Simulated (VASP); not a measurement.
Input of a VASP 6.6.1 run:

The input INCAR:

```
SYSTEM = Hg
  ALGO = Fast
  EDIFF = 1E-6
  ENCUT = 520
  GGA = PS
  ISIF = 2
  ISMEAR = 0
  IVDW = 12
  LASPH = .TRUE.
  LCHARG = .TRUE.
  LELF = .TRUE.
  LREAL = .FALSE.
  LVHAR = .TRUE.
  LWAVE = .FALSE.
  NBANDS = 19
  NELM = 100
  PREC = Accurate
  SIGMA = 0.15
```

Contents of KPOINTS:

```
k-points
0
G
  18 18 10
  0 0 0
```

Contents of POSCAR:

```
Hg
1.0
    3.0907054960      0.0000000000      0.0000000000
   -1.5453527480      2.6766294752      0.0000000000
    0.0000000000      0.0000000000      5.0542306976
Hg
2
Direct
    0.6666666667      0.3333333333      0.7500000000
    0.3333333333      0.6666666667      0.2500000000
```

Potentials or basis: VASP PAW PBE potentials, release 64 (Hg).

The run is started by

```console
$ cat potpaw_PBE.64/Hg/POTCAR > POTCAR
$ mpirun -np 1 vasp_std > vasp.out
```

Question: Predict the band gap on the k mesh.

Answer: Zero (bands 12 and 13 overlap by 1.70 eV).

Question: Predict the pressure.

Answer: 3.2 GPa.

Question: Estimate the dispersion energy per atom.

Answer: -0.480 eV.

Caveat: the cell stands under pressure; the PAW data sets were made with another functional, which shifts forces and pressure a little; spin-orbit coupling is left out, which moves the levels of the heavy elements.
